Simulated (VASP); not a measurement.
LiF: single point with LDA

Crystal: LiF.

```
CELL_PARAMETERS angstrom
3.06094 0.00000 0.00000
-1.53047 2.65085 0.00000
0.00000 0.00000 4.80732
ATOMIC_POSITIONS crystal
Li 0.30404 0.74669 0.38115
Li 0.63738 0.41336 0.88115
F 0.33333 0.66667 0.99384
F 0.66667 0.33333 0.49384
```

This cell differs from its parent crystal: all Li atoms moved -0.300 Å, as atom 1 along Cartesian [1 -1 0].

| Property | Result |
| --- | --- |
| Program | VASP 6.6.1 |
| Task | single point |
| Functional | LDA |
| Potentials or basis | VASP PAW LDA potentials, release 64 (Li_sv, F) |
| Cutoff | 520 eV |
| k mesh | 9 × 9 × 6 |
| Occupations | gaussian, width 0.05 eV |
| Spin | no spin polarisation |

```json
{
  "Largest force": "2.240 eV/Å",
  "Band gap on the k mesh": "7.40 eV"
}
```

Forces on the atoms (eV/Å):
```
Li   0.270 -1.016 -0.372
Li   1.868 -1.074 -0.613
F   -1.861  1.074  0.618
F   -0.278  1.016  0.367
```

Levels at points of the mesh, in eV from the valence-band top:
```
           k point  band 6  band 7  band 8  band 9  band 10  band 11  band 12  band 13  band 14  band 15
(0.00, 0.00, 0.00)   -0.82   -0.75   -0.22   -0.15     0.00     7.40    11.63    14.59    17.99    18.20
(0.00, 0.00, 0.50)   -1.33   -0.75   -0.66   -0.19    -0.15     9.13     9.15    16.77    16.84    17.88
```

Run time: 2.2 min on 1 thread of Oxide Virtual Turin-like Processor, on a shared host, peak memory 0.2 GiB.

Caveat: the cell differs from its parent crystal (all Li atoms moved -0.300 Å, as atom 1 along Cartesian [1 -1 0]); forces of over 1 eV/Å act on the atoms, so gaps and moduli don't describe the material at rest. A k mesh can miss the band edges.
